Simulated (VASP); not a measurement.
# NaGa12O18 (a cell with a defect) in VASP: notebook, part 2 of 2

VASP 6.6.1. The steps go on from the part before.

**3. Relaxation of the atoms, PBE**

INCAR

```
PREC = Accurate
ENCUT = 520
EDIFF = 1E-7
ISMEAR = -1
SIGMA = 0.01
LREAL = Auto
LASPH = True
NELM = 120
ALGO = Normal
ISIF = 2
LWAVE = False
LCHARG = False
GGA = PE
IBRION = 2
NSW = 90
EDIFFG = -0.02
NELECT = 270.0
GGA_COMPAT = False
NELMIN = 4
ISYM = -1
```

KPOINTS

```
explicit points
1
Reciprocal
  0.25000000   0.25000000   0.25000000 1
```

POSCAR

```
NaGa12O18
1.0
    0.0000000000      9.2496621800      0.0000000000
   -1.3977182400      0.0000000000      5.7085775500
    6.2279771500     -1.5416103600      0.0067278600
Ga O Na
12 18 1
Direct
    0.1138363500      0.6858077300      0.6830181200
    0.2194969800      0.3141922700      0.3169818800
    0.3033638300      0.2052623200      0.8201829700
    0.0299695100      0.7947376800      0.1798170300
    0.4471696900      0.6858077300      0.6830181200
    0.5528303100      0.3141922700      0.3169818800
    0.6366971600      0.2052623200      0.8201829700
    0.3633028400      0.7947376800      0.1798170300
    0.7805030200      0.6858077300      0.6830181200
    0.8861636500      0.3141922700      0.3169818800
    0.9700304900      0.2052623200      0.8201829700
    0.6966361700      0.7947376800      0.1798170300
    0.1680000300      0.7433109700      0.0080001600
    0.1653333100      0.2566890300      0.9919998400
    0.2754359000      0.4356700600      0.6526153800
    0.0578974400      0.5643299400      0.3473846200
    0.0544983700      0.1091575800      0.3269902200
    0.2788349600      0.8908424200      0.6730097800
    0.5013333600      0.7433109700      0.0080001600
    0.4986666400      0.2566890300      0.9919998400
    0.6087692300      0.4356700600      0.6526153800
    0.3912307700      0.5643299400      0.3473846200
    0.3878317000      0.1091575800      0.3269902200
    0.6121683000      0.8908424200      0.6730097800
    0.8346666900      0.7433109700      0.0080001600
    0.8319999700      0.2566890300      0.9919998400
    0.9421025600      0.4356700600      0.6526153800
    0.7245641000      0.5643299400      0.3473846200
    0.7211650400      0.1091575800      0.3269902200
    0.9455016300      0.8908424200      0.6730097800
    0.8940210000      0.9181060000      0.3641240000
```

Potentials or basis: VASP PAW PBE potentials, release 64 (Ga_d, O, Na_pv).

On the command line:

```console
$ cat potpaw_PBE.64/Ga_d/POTCAR potpaw_PBE.64/O/POTCAR potpaw_PBE.64/Na_pv/POTCAR > POTCAR
$ mpirun -np 1 vasp_std > vasp.out
```

OUTCAR:

```text
PREC = Accurate
   ENCUT = 520
   EDIFF = 1E-7
   ISMEAR = -1
   LREAL = Auto
   LASPH = True
   NELM = 120
   ISIF = 2
   GGA = PE
   IBRION = 2
   NSW = 90
   EDIFFG = -0.02
   NELECT = 270.0
   NELMIN = 4
   ISYM = -1

 ion  position               nearest neighbor table
   1  0.114  0.686  0.683-  30 1.97  18 1.97  13 1.97  16 2.04  27 2.11  15 2.11
   2  0.219  0.314  0.317-  23 1.97  17 1.97  14 1.97  15 2.04  16 2.11  22 2.11
   3  0.303  0.205  0.820-  18 1.86  14 1.86  20 1.86  15 1.90
   4  0.030  0.795  0.180-  17 1.86  13 1.86  25 1.86  16 1.90  31 1.96
   5  0.447  0.686  0.683-  24 1.97  18 1.97  19 1.97  22 2.04  21 2.11  15 2.11
   6  0.553  0.314  0.317-  23 1.97  29 1.97  20 1.97  21 2.04  22 2.11  28 2.11
   7  0.637  0.205  0.820-  24 1.86  20 1.86  26 1.86  21 1.90
   8  0.363  0.795  0.180-  23 1.86  19 1.86  13 1.86  22 1.90
[... 519 lines left out ...]
  free energy    TOTEN  =      -185.07053243 eV

  energy without entropy =     -185.07053243  energy(sigma->0) =     -185.07053243

 E-fermi :   3.9379     XC(G=0): -11.4985

 val. band max:        3.6605335688   @ k =   0.2500   0.2500   0.2500
 cond. band min:       7.7727841120   @ k =   0.2500   0.2500   0.2500
 fundamental gap:      4.1122505432
 Fermi energy:         3.9379352092

 k-point     1 :       0.2500    0.2500    0.2500
  band No.  band energies     occupation
      1     -17.9398      2.00000
      2     -17.7928      2.00000
      3     -17.7739      2.00000
      4     -14.6947      2.00000
      5     -14.5256      2.00000
      6     -14.3401      2.00000
[... 139 lines left out ...]
    146      10.7180      0.00000
    147      11.2146      0.00000
 [bands above 147 left out]

------------------------ aborting loop because EDIFF is reached ----------------------------------------

  FORCE on cell =-STRESS in cart. coord.  units (eV):
  Direction    XX          YY          ZZ          XY          YZ          ZX
  --------------------------------------------------------------------------------------
  -------------------------------------------------------------------------------------
  Total        6.9617932      5.2849342     -5.4336853      0.4513785      0.0314896      2.1168417
  in kB       33.9090840     25.7415401    -26.4660681      2.1985474      0.1533778     10.3105852
  external PRESSURE =      11.0615187 kB  Pullay stress =       0.0000000 kB
[... 46 lines left out ...]
  FREE ENERGIE OF THE ION-ELECTRON SYSTEM (eV)
  ---------------------------------------------------
  free  energy   TOTEN  =      -185.0705324264 eV

  energy  without entropy=     -185.0705324264  energy(sigma->0) =     -185.07053243

 reached required accuracy - stopping structural energy minimisation
```

Wall time 61 min (1 thread of Intel Xeon Platinum 8259CL at 2.50GHz (Skylake/Cascade Lake), shared host); peak memory 0.46 GiB.

Results:

* Free energy: -185.0705 eV
* Energy gained by relaxing: 111.6 meV/atom
* Ionic steps: 34
* Largest force after relaxing: 0.019 eV/Å

Forces in eV/Å, atoms in the order of the input:
```
Ga  -0.007 -0.005 -0.004
Ga   0.005  0.003 -0.013
Ga  -0.006 -0.001  0.001
Ga   0.003 -0.015  0.002
Ga  -0.006 -0.001 -0.009
Ga   0.001 -0.002 -0.010
Ga   0.001  0.005  0.007
Ga   0.007  0.002  0.000
Ga   0.000  0.003  0.000
Ga   0.001  0.006  0.000
Ga   0.003 -0.016 -0.001
Ga   0.005  0.014  0.012
O   -0.003  0.014 -0.002
O    0.000  0.009  0.007
O    0.001 -0.004 -0.005
O    0.000  0.001  0.006
O   -0.001 -0.006  0.003
O    0.002 -0.002 -0.005
O   -0.008 -0.013 -0.001
O   -0.002 -0.006 -0.011
O   -0.001  0.001  0.005
O    0.002 -0.007 -0.001
O    0.000  0.001  0.003
O    0.005  0.001  0.007
O    0.002 -0.002  0.002
O   -0.008  0.000  0.007
O    0.006  0.008  0.003
O    0.007 -0.002  0.000
O   -0.001  0.004  0.002
O   -0.016  0.000 -0.002
Na   0.009  0.011 -0.004
```

The path:
| step | energy change (eV) | largest force (eV/Å) | pressure (GPa) |
| --- | --- | --- | --- |
| 1 | 0.0000 | 7.8146 | 3.08 |
| 2 | 2.0132 | 18.1805 | 7.18 |
| 3 | -1.8114 | 3.3376 | 2.58 |
| 4 | -2.7289 | 2.0002 | 1.53 |
| 5 | -2.7465 | 1.8746 | 1.48 |
| 6 | -3.1010 | 1.1866 | 1.28 |
| 7 | -3.1116 | 1.4769 | 1.29 |
| 8 | -3.2631 | 0.6486 | 1.13 |
| 9 | -3.2632 | 0.6488 | 1.13 |
| 10 | -3.3613 | 0.5172 | 1.13 |
| 11 | -3.3648 | 0.4990 | 1.14 |
| 12 | -3.4085 | 0.2800 | 0.95 |
| 13 | -3.4086 | 0.3066 | 0.93 |
| 14 | -3.4239 | 0.2986 | 0.92 |
| 15 | -3.4240 | 0.2637 | 0.92 |
| 16 | -3.4348 | 0.1615 | 0.94 |
| 17 | -3.4354 | 0.1921 | 0.94 |
| 18 | -3.4437 | 0.1236 | 1.03 |
| 19 | -3.4442 | 0.1777 | 1.06 |
| 20 | -3.4488 | 0.1610 | 1.08 |
| 21 | -3.4488 | 0.1540 | 1.09 |
| 22 | -3.4529 | 0.0997 | 1.11 |
| 23 | -3.4531 | 0.0978 | 1.12 |
| 24 | -3.4564 | 0.0844 | 1.11 |
| 25 | -3.4565 | 0.1164 | 1.11 |
| 26 | -3.4582 | 0.1059 | 1.12 |
| 27 | -3.4582 | 0.0745 | 1.12 |
| 28 | -3.4591 | 0.0552 | 1.11 |
| 29 | -3.4592 | 0.0433 | 1.11 |
| 30 | -3.4596 | 0.0282 | 1.11 |
| 31 | -3.4596 | 0.0292 | 1.11 |
| 32 | -3.4598 | 0.0314 | 1.10 |
| 33 | -3.4598 | 0.0325 | 1.10 |
| 34 | -3.4600 | 0.0187 | 1.11 |

Final structure:
```
CELL_PARAMETERS angstrom
0.00000 9.24966 0.00000
-1.39772 0.00000 5.70858
6.22798 -1.54161 0.00673
ATOMIC_POSITIONS crystal
Ga 0.12142 0.67253 0.68102
Ga 0.22508 0.30930 0.31527
Ga 0.30554 0.20284 0.81531
Ga 0.02909 0.79819 0.12891
Ga 0.44370 0.68797 0.67312
Ga 0.55160 0.31018 0.31367
Ga 0.63321 0.20229 0.81381
Ga 0.36501 0.79167 0.18630
Ga 0.77448 0.67299 0.69051
Ga 0.88333 0.34688 0.30726
Ga 0.97721 0.22047 0.85348
Ga 0.67774 0.79191 0.15664
O 0.17945 0.71764 0.99878
O 0.17472 0.25904 0.99706
O 0.27241 0.42914 0.64127
O 0.04803 0.59030 0.34302
O 0.04994 0.11374 0.29348
O 0.27527 0.89126 0.66041
O 0.48870 0.73571 0.99309
O 0.49878 0.25822 0.99027
O 0.60808 0.43210 0.64753
O 0.39377 0.55863 0.34642
O 0.39092 0.10364 0.33107
O 0.61206 0.88825 0.67206
O 0.82648 0.73017 0.00973
O 0.82532 0.26562 0.99150
O 0.94331 0.41922 0.64874
O 0.72757 0.58335 0.35284
O 0.71819 0.10963 0.31283
O 0.95893 0.88587 0.75369
Na 0.91468 0.93935 0.44502
```

Caveat: the cell carries a net charge on a neutralising background, which shifts energy and pressure; the cell is charged against a uniform background, so pressure and absolute levels hang on convention.

**4. Relaxation of the atoms, PBE**

INCAR

```
SYSTEM = NaGa12O18
PREC = Accurate
ENCUT = 520
EDIFF = 1E-7
ISMEAR = -1
SIGMA = 0.01
LREAL = Auto
LASPH = .TRUE.
NELM = 120
ALGO = Normal
ISIF = 2
LWAVE = .FALSE.
LCHARG = .FALSE.
GGA = PE
IBRION = 2
NSW = 90
EDIFFG = -0.02
NELECT = 270.0
GGA_COMPAT = .FALSE.
NELMIN = 4
ISYM = -1
```

KPOINTS is that of step 3.

POSCAR

```
NaGa12O18
1.0
    0.0000000000      9.2496621800      0.0000000000
   -1.3977182400      0.0000000000      5.7085775500
    6.2279771500     -1.5416103600      0.0067278600
Ga O Na
12 18 1
Direct
    0.1138363500      0.6858077300      0.6830181200
    0.2265824800      0.3097478300      0.3188832700
    0.3033638300      0.2052623200      0.8201829700
    0.0299695100      0.7947376800      0.1798170300
    0.4443785200      0.6904204600      0.6765710800
    0.5523809200      0.3125577500      0.3171951500
    0.6339387300      0.2055579900      0.8175951500
    0.3657334600      0.7929280800      0.1891355800
    0.7752018900      0.6764227900      0.6937544000
    0.8861636500      0.3141922700      0.3169818800
    0.9700304900      0.2052623200      0.8201829700
    0.6966361700      0.7947376800      0.1798170300
    0.1798457400      0.7215585400      0.0022060000
    0.1653333100      0.2566890300      0.9919998400
    0.2727528100      0.4311277100      0.6442499000
    0.0578974400      0.5643299400      0.3473846200
    0.0544983700      0.1091575800      0.3269902200
    0.2788349600      0.8908424200      0.6730097800
    0.4897056800      0.7374095500     -0.0033620400
    0.4992498700      0.2600405700      0.9935949500
    0.6088516900      0.4348950800      0.6507378600
    0.3942793000      0.5606731500      0.3500860700
    0.3920286000      0.1051505100      0.3340296900
    0.6126819500      0.8912412000      0.6765414600
    0.8346666900      0.7433109700      0.0080001600
    0.8260197500      0.2698386900      0.9950051500
    0.9421025600      0.4356700600      0.6526153800
    0.7281529700      0.5866007100      0.3564140100
    0.7211650400      0.1091575800      0.3269902200
    0.9455016300      0.8908424200      0.6730097800
    1.1059790000      1.0818940000      0.6358760000
```

On the command line:

```console
$ cat potpaw_PBE.64/Ga_d/POTCAR potpaw_PBE.64/O/POTCAR potpaw_PBE.64/Na_pv/POTCAR > POTCAR
$ mpirun -np 1 vasp_std > vasp.out
```

Wall time 68 min (1 thread of Intel Xeon Platinum 8259CL at 2.50GHz (Skylake/Cascade Lake), shared host); peak memory 0.46 GiB.

The run converged. Its results:

```
Free energy                  : -185.0707 eV
Energy gained by relaxing    : 127.8 meV/atom
Ionic steps                  : 39
Largest force after relaxing : 0.020 eV/Å
```

Forces on the atoms (eV/Å):
```
Ga  -0.007 -0.004 -0.004
Ga   0.001  0.005 -0.004
Ga   0.002  0.006 -0.004
Ga  -0.002  0.009  0.000
Ga   0.007 -0.005 -0.004
Ga   0.001  0.003  0.002
Ga   0.001 -0.002  0.009
Ga   0.003  0.004  0.004
Ga   0.005 -0.005  0.001
Ga  -0.004 -0.006  0.001
Ga   0.004 -0.013  0.008
Ga  -0.002 -0.003  0.001
O   -0.003 -0.008 -0.001
O    0.003  0.002 -0.006
O   -0.001  0.006  0.000
O    0.001 -0.001  0.000
O   -0.001 -0.001  0.000
O    0.000 -0.004 -0.001
O   -0.004  0.003  0.006
O   -0.002 -0.005 -0.001
O    0.002 -0.001  0.005
O    0.007 -0.003  0.000
O   -0.003 -0.003 -0.005
O   -0.005  0.005  0.004
O   -0.005  0.000 -0.001
O    0.000  0.019 -0.007
O    0.004 -0.006 -0.004
O   -0.003  0.007  0.002
O   -0.003  0.001  0.000
O    0.003  0.005  0.002
Na   0.001 -0.005 -0.001
```

Step by step:
```csv
step,energy change (eV),largest force (eV/Å),pressure (GPa)
1,0.0000,8.1145,3.17
2,1.6422,18.2468,7.17
3,-2.2271,3.4656,2.35
4,-3.2015,1.7305,1.53
5,-3.2019,1.7048,1.53
6,-3.6005,0.8290,1.30
7,-3.6043,1.0146,1.30
8,-3.7673,0.6370,1.23
9,-3.7759,0.8353,1.25
10,-3.8655,0.4315,1.17
11,-3.8688,0.6988,1.17
12,-3.9106,0.5139,1.05
13,-3.9120,0.3311,1.06
14,-3.9287,0.2466,0.92
15,-3.9288,0.2127,0.94
16,-3.9387,0.1626,0.95
17,-3.9393,0.2390,0.95
18,-3.9465,0.1318,0.99
19,-3.9467,0.1439,1.00
20,-3.9513,0.1258,1.04
21,-3.9513,0.1259,1.04
22,-3.9548,0.0997,1.06
23,-3.9551,0.1475,1.07
24,-3.9577,0.0638,1.09
25,-3.9578,0.0764,1.09
26,-3.9594,0.0915,1.11
27,-3.9594,0.1041,1.11
28,-3.9602,0.0482,1.10
29,-3.9602,0.0394,1.10
30,-3.9607,0.0417,1.10
31,-3.9607,0.0411,1.10
32,-3.9609,0.0223,1.10
33,-3.9609,0.0297,1.10
34,-3.9611,0.0222,1.10
35,-3.9611,0.0300,1.10
36,-3.9613,0.0255,1.11
37,-3.9613,0.0245,1.11
38,-3.9614,0.0221,1.11
39,-3.9614,0.0200,1.11
```

Final structure:
```
CELL_PARAMETERS angstrom
0.00000 9.24966 0.00000
-1.39772 0.00000 5.70858
6.22798 -1.54161 0.00673
ATOMIC_POSITIONS crystal
Ga 0.11675 0.65257 0.69326
Ga 0.22556 0.32646 0.30995
Ga 0.32222 0.20760 0.84368
Ga 0.02284 0.77898 0.14680
Ga 0.44849 0.68965 0.68665
Ga 0.55637 0.31171 0.32729
Ga 0.63499 0.20806 0.81396
Ga 0.36688 0.79710 0.18648
Ga 0.77487 0.69069 0.68510
Ga 0.87879 0.32725 0.31958
Ga 0.97102 0.20136 0.87160
Ga 0.69461 0.79691 0.18525
O 0.17482 0.73350 0.00900
O 0.17358 0.26938 0.99074
O 0.27244 0.41618 0.64745
O 0.05657 0.58021 0.35156
O 0.04119 0.11356 0.24680
O 0.28176 0.88989 0.68753
O 0.50138 0.74159 0.01014
O 0.51137 0.26388 0.00727
O 0.60635 0.44104 0.65388
O 0.39199 0.56733 0.35278
O 0.38803 0.11119 0.32826
O 0.60904 0.89605 0.66928
O 0.82528 0.74018 0.00332
O 0.82048 0.28183 0.00168
O 0.95225 0.40901 0.65736
O 0.72767 0.57065 0.35929
O 0.72490 0.10850 0.34018
O 0.95017 0.88571 0.70715
Na 0.08511 0.06005 0.55526
```

Levels at points of the mesh, in eV from the Fermi level:
| k point | band 131 | band 132 | band 133 | band 134 | band 135 | band 136 | band 137 | band 138 | band 139 | band 140 |
| --- | --- | --- | --- | --- | --- | --- | --- | --- | --- | --- |
| (0.25, 0.25, 0.25) | -0.77 | -0.69 | -0.52 | -0.39 | -0.28 | 3.84 | 4.53 | 5.16 | 5.44 | 5.59 |

Caveat: the cell carries a net charge on a neutralising background, which shifts energy and pressure; the cell is charged against a uniform background, so pressure and absolute levels hang on convention.
